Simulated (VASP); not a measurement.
A run of VASP 6.6.1 is set up as follows.

Contents of POSCAR:

```
RbAgBr2
1.0
    4.5179929797      0.0000000000      0.0000000000
    0.0000000000      4.5179929797      0.0000000000
    0.0000000000      0.0000000000      6.3563246931
Rb Br Ag
1 2 1
Direct
    0.0000000000      0.0000000000      0.0000000000
    0.0000000000      0.0000000000      0.5000000000
    0.5000000000      0.5000000000      0.0000000000
    0.5000000000      0.5000000000      0.5000000000
```

The input INCAR.step1:

```
SYSTEM = RbAgBr2
PREC     = Accurate       ! precision mode
ENCUT    = 520            ! plane-wave cutoff, eV
EDIFF    = 1E-5           ! SCF threshold, eV
ISMEAR   = 0              ! smearing method
SIGMA    = 0.01           ! smearing width, eV
LREAL    = .FALSE.        ! projectors in reciprocal space
LASPH    = .TRUE.         ! aspherical terms in the spheres
NELM     = 100            ! most SCF steps
ALGO     = Normal         ! electronic algorithm
ISIF     = 2              ! what is computed and relaxed
LWAVE    = .TRUE.         ! write WAVECAR
LCHARG   = .FALSE.        ! write CHGCAR
GGA      = PE             ! functional
NBANDS   = 25             ! bands
```

INCAR.step2

```
SYSTEM = RbAgBr2
PREC     = Accurate       ! precision mode
ENCUT    = 520            ! plane-wave cutoff, eV
EDIFF    = 1E-6           ! SCF threshold, eV
ISMEAR   = 0              ! smearing method
SIGMA    = 0.01           ! smearing width, eV
LREAL    = .FALSE.        ! projectors in reciprocal space
LASPH    = .TRUE.         ! aspherical terms in the spheres
NELM     = 100            ! most SCF steps
ALGO     = Normal         ! electronic algorithm
ISIF     = 2              ! what is computed and relaxed
LWAVE    = .FALSE.        ! write WAVECAR
LCHARG   = .FALSE.        ! write CHGCAR
GGA      = PE             ! functional
LHFCALC  = .TRUE.         ! exact exchange
HFSCREEN = 0.2079         ! screening, 1/A
PRECFOCK = Normal       
ISTART   = 1            
NBANDS   = 25             ! bands
```

File KPOINTS:

```
Automatic mesh
0
G
  4 4 2
  0 0 0
```

Potentials or basis: VASP PAW PBE potentials, release 64 (Rb_sv, Br, Ag).

Launch:

```console
$ cat potpaw_PBE.64/Rb_sv/POTCAR potpaw_PBE.64/Br/POTCAR potpaw_PBE.64/Ag/POTCAR > POTCAR
$ cp INCAR.step1 INCAR
$ mpirun -np 1 vasp_std > vasp.out
$ cp INCAR.step2 INCAR
$ mpirun -np 1 vasp_std > vasp.out
```

**Question.** Estimate the band gap on the k mesh.

**Answer.** 2.51 eV (least direct gap 3.10 eV).

**Question.** Predict the pressure.

**Answer.** 0.7 GPa.

Caveat: the k points lie up to 0.49 Å⁻¹ apart; the PAW data sets were made with another functional, which shifts forces and pressure a little. A k mesh can miss the band edges.
